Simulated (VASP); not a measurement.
# I (Im-3m) in VASP: further runs

The runs below take I through single point, with PBEsol.

Everything below comes from runs of VASP 6.6.1. Logs are shortened: lines on timing, memory, paths and dates and some standing lists are left out, and cuts for length are marked.

## Step 1: The cell of the first run

It takes space group Im-3m (No. 229, cubic). Conventional cell: a = 4.206 Å, b = 4.206 Å, c = 4.206 Å, α = 90.00°, β = 90.00°, γ = 90.00°. I (site symmetry m-3m) has 14 I at 3.64 to 4.21 Å within 4.8 Å.

## Step 2: Single point, PBEsol

Contents of INCAR:

```
SYSTEM = I
ALGO = Normal ; EDIFF = 1E-6
ENCUT = 500 ; GGA = PS
GGA_COMPAT = .False. ; ISIF = 2
ISMEAR = -1 ; LASPH = .True.
LCHARG = .True. ; LELF = .True.
LREAL = .False. ; LVHAR = .True.
LWAVE = .False. ; NBANDS = 10
NELM = 120 ; PREC = Accurate
SIGMA = 0.1
```

Contents of KPOINTS:

```
k-points
0
Gamma
  8 8 8
  0 0 0
```

Contents of POSCAR:

```
I
1.0
   -2.1032123238      2.1032123238      2.1032123238
    2.1032123238     -2.1032123238      2.1032123238
    2.1032123238      2.1032123238     -2.1032123238
I
1
Direct
    0.0000000000      0.0000000000      0.0000000000
```

Potentials or basis: VASP PAW PBE potentials, release 64 (I).

On the command line:

```
cat potpaw_PBE.64/I/POTCAR > POTCAR
mpirun -np 1 vasp_std > vasp.out
```

OUTCAR:

```text
SYSTEM = I
   EDIFF = 1E-6
   ENCUT = 500
   GGA = PS
   ISIF = 2
   ISMEAR = -1
   LASPH = .True.
   LREAL = .False.
   NELM = 120
   PREC = Accurate

 ion  position               nearest neighbor table
   1  0.000  0.000  0.000-

  LATTYP: Found a body centered cubic cell.
 ALAT       =     4.2064246476

  Lattice vectors:

 A1 = (  -2.1032123238,   2.1032123238,   2.1032123238)
 A2 = (   2.1032123238,  -2.1032123238,   2.1032123238)
 A3 = (   2.1032123238,   2.1032123238,  -2.1032123238)

Analysis of symmetry for initial positions (statically):
=====================================================================
 Subroutine PRICEL returns:
 Original cell was already a primitive cell.

 Routine SETGRP: Setting up the symmetry group for a
 body centered cubic supercell.

 Subroutine GETGRP returns: Found 48 space group operations
 (whereof 48 operations were pure point group operations)
 out of a pool of 48 trial point group operations.

The static configuration has the point symmetry O_h .

Analysis of symmetry for dynamics (positions and initial velocities):
=====================================================================
 Subroutine PRICEL returns:
 Original cell was already a primitive cell.

 Routine SETGRP: Setting up the symmetry group for a
 body centered cubic supercell.

 Subroutine GETGRP returns: Found 48 space group operations
 (whereof 48 operations were pure point group operations)
 out of a pool of 48 trial point group operations.

The dynamic configuration has the point symmetry O_h .

 Subroutine INISYM returns: Found 48 space group operations
 (whereof 48 operations are pure point group operations),
 and found     1 'primitive' translations

----------------------------------------------------------------------------------------

                                     Primitive cell

  volume of cell :      37.2143

  direct lattice vectors                    reciprocal lattice vectors
    -2.103212324  2.103212324  2.103212324     0.000000000  0.237731585  0.237731585
     2.103212324 -2.103212324  2.103212324     0.237731585  0.000000000  0.237731585
     2.103212324  2.103212324 -2.103212324     0.237731585  0.237731585  0.000000000

  length of vectors
     3.642870604  3.642870604  3.642870604     0.336203232  0.336203232  0.336203232

  position of ions in fractional coordinates (direct lattice)
     0.000000000  0.000000000  0.000000000

[... 73 lines left out ...]
   ENCUT  =  500.0 eV  36.75 Ry    6.06 a.u.   6.64  6.64  6.64*2*pi/ulx,y,z
   NELM   =    120;   NELMIN=  2; NELMDL= -5     # of ELM steps
   EDIFF  = 0.1E-05   stopping-criterion for ELM
   LREAL  =      F    real-space projection
   EDIFFG = 0.1E-04   stopping-criterion for IOM
   NSW    =      0    number of steps for IOM
   IBRION =     -1    ionic relax: 0-MD 1-quasi-New 2-CG
   NFREE  =      0    steps in history (QN), initial steepest desc. (CG)
   ISIF   =      2    stress and relaxation
   ISYM   =      2    0-nonsym 1-usesym 2-fastsym
   POTIM  = 0.5000    time-step for ionic-motion
   TEBEG  =    0.0;   TEEND  =   0.0 temperature during run
   PSTRESS=    0.0 pullay stress
   NELECT =       7.0000    total number of electrons
   NUPDOWN=      -1.0000    fix difference up-down
   EMIN   =  10.00;   EMAX   =-10.00  energy-range for DOS
   EFERMI =   0.00;   METHOD = LEGACY
   ISMEAR =    -1;   SIGMA  =   0.10  broadening in eV -4-tet -1-fermi 0-gaus
   EFERMI_NEDOS =   21; number of points for ismear=-14 and -15
   IALGO  =     38    algorithm
   IMIX   =      4    mixing-type and parameters
     AMIX     =   0.40;   BMIX     =  1.00
     AMIX_MAG =   1.60;   BMIX_MAG =  1.00
  volume/ion in A,a.u.               =      37.21       251.13
  Fermi-wavevector in a.u.,A,eV,Ry     =   0.938003  1.772569 11.971090  0.879850
  Thomas-Fermi vector in A             =   2.065171
   LORBIT       =      0    0 simple, 1 ext, 2 COOP (PROOUT), +10 PAW based schemes
   GGA     = PS    functional components
   LHFCALC =     F    Hartree Fock is set to
   AEXX    =    0.0000 exact exchange contribution
   IVDW    =     0    specifies the selected vdW correction
   LEPSILON=     F    determine dielectric tensor
   LRPA    =     F    only Hartree local field effects (RPA)
 non-spin polarized calculation
  energy-cutoff  :      500.00
  volume of cell :       37.21
 maximum number of plane-waves:       962
   NGX = 13   NGY = 13   NGZ = 13

 number of electron       6.9999999 magnetization

 Free energy of the ion-electron system (eV)
  ---------------------------------------------------
  ext. energy  EPLUGINS =         0.00000000
  ---------------------------------------------------
  free energy    TOTEN  =        -1.35494568 eV

  energy without entropy =       -1.28946619  energy(sigma->0) =       -1.32220593

 E-fermi :   3.7274     XC(G=0):  -9.0022

 val. band max:        3.7193087927   @ k =  -0.2500   0.2500   0.1250
 cond. band min:       3.7636351530   @ k =   0.2500   0.2500   0.0000
 fundamental gap:      0.0443263603
 Fermi energy:         3.7274197349

 k-point     1 :       0.0000    0.0000    0.0000
  band No.  band energies     occupation
      1      -9.4503      2.00000
      2       4.5156      0.00076
      3       4.5156      0.00076
      4       4.5156      0.00076
      5      10.2889      0.00000
      6      13.4871      0.00000
      7      13.4871      0.00000
      8      13.4871      0.00000
      9      15.6484      0.00000
     10      15.6484      0.00000
[... 287 lines left out ...]
 k-point    24 :      -0.3750    0.3750    0.2500
  band No.  band energies     occupation
      1      -7.9455      2.00000
      2       0.6957      2.00000
      3       2.2003      2.00000
      4       2.5047      1.99999
      5       9.7381      0.00000
      6      11.9928      0.00000
      7      13.9916      0.00000
      8      14.4242      0.00000
      9      17.6148      0.00000
     10      18.1849      0.00000

 [... further k-points ...]
[... 5 lines left out ...]
  --------------------------------------------------------------------------------------
  -------------------------------------------------------------------------------------
  Total       -0.6295468     -0.6295468     -0.6295468     -0.0000000      0.0000000     -0.0000000
  in kB      -27.1037424    -27.1037424    -27.1037424     -0.0000000      0.0000000     -0.0000000
  external PRESSURE =     -27.1037424 kB  Pullay stress =       0.0000000 kB

 VOLUME and BASIS-vectors are now :
 -----------------------------------------------------------------------------
  energy-cutoff  :      500.00
  volume of cell :       37.21
      direct lattice vectors                 reciprocal lattice vectors
    -2.103212324  2.103212324  2.103212324     0.000000000  0.237731585  0.237731585
     2.103212324 -2.103212324  2.103212324     0.237731585  0.000000000  0.237731585
     2.103212324  2.103212324 -2.103212324     0.237731585  0.237731585  0.000000000

 POSITION                                       TOTAL-FORCE (eV/Angst)
 -----------------------------------------------------------------------------------
      0.00000      0.00000      0.00000         0.000000      0.000000      0.000000
 -----------------------------------------------------------------------------------
    total drift:                                0.000000      0.000000      0.000000

  FREE ENERGIE OF THE ION-ELECTRON SYSTEM (eV)
  ---------------------------------------------------
  free  energy   TOTEN  =        -1.3549456767 eV

  energy  without entropy=       -1.2894661919  energy(sigma->0) =       -1.32220593
```

It took 12 s on 1 thread of Intel Xeon 8259CL, shared host; peak memory 0.16 GiB.

What came out:

* Free energy: -1.3549 eV
* Pressure: -2.7 GPa
* Band gap on the k mesh: zero (an odd number of electrons rules out a gap without spin polarisation)

Levels at points of the mesh, in eV from the Fermi level:
```
           k point  band 2  band 3  band 4  band 5  band 6  band 7
(0.00, 0.00, 0.00)    0.79    0.79    0.79    6.56    9.76    9.76
(0.50, 0.00, 0.00)   -4.19   -0.74    0.49    5.69    7.21   12.67
(0.50, 0.50, 0.50)   -2.44   -2.44   -2.44    4.55    4.55   15.83
```

Caveat: the PAW data sets were made with another functional, which shifts forces and pressure a little; spin-orbit coupling is left out, which moves the levels of the heavy elements; an odd number of electrons without spin polarisation forces a metal; a magnetic or distorted state may lie lower.

## Step 3: Single point, PBEsol

This run uses another cell than the first one, of 37.94 Å³/atom.

Contents of INCAR:

```
SYSTEM = I
ALGO = Normal
EDIFF = 1E-6
ENCUT = 500
GGA = PS
GGA_COMPAT = .False.
ISIF = 2
ISMEAR = -1
LASPH = .True.
LCHARG = .False.
LREAL = .False.
LWAVE = .False.
NBANDS = 10
NELM = 120
PREC = Accurate
SIGMA = 0.1
```

KPOINTS is that of step 2.

Contents of POSCAR:

```
I
1.0
   -2.1168699294      2.1168699294      2.1168699294
    2.1168699294     -2.1168699294      2.1168699294
    2.1168699294      2.1168699294     -2.1168699294
I
1
Direct
    0.0000000000      0.0000000000      0.0000000000
```

Potentials or basis: VASP PAW PBE potentials, release 64 (I).

On the command line:

```
cat potpaw_PBE.64/I/POTCAR > POTCAR
mpirun -np 1 vasp_std > vasp.out
```

Wall time 12 s (1 thread of Intel Xeon 8259CL, shared host); peak memory 0.15 GiB.

It converged, with:

```
Free energy            : -1.3421 eV
Pressure               : -3.0 GPa
Band gap on the k mesh : zero (an odd number of electrons rules out a gap without spin polarisation)
```

Levels at points of the mesh, in eV from the Fermi level:
```csv
k point,band 1,band 2,band 3,band 4,band 5,band 6,band 7,band 8,band 9
"(0.00, 0.00, 0.00)",-13.07,0.76,0.76,0.76,6.47,9.76,9.76,9.76,11.90
"(0.50, 0.00, 0.00)",-11.81,-4.07,-0.72,0.47,5.72,7.25,12.65,13.03,13.16
"(0.50, 0.50, 0.50)",-11.01,-2.36,-2.36,-2.36,4.64,4.64,15.71,15.71,15.71
```

Caveat: the PAW data sets were made with another functional, which shifts forces and pressure a little; spin-orbit coupling is left out, which moves the levels of the heavy elements; an odd number of electrons without spin polarisation forces a metal; a magnetic or distorted state may lie lower.

[end of part 1 of 2]
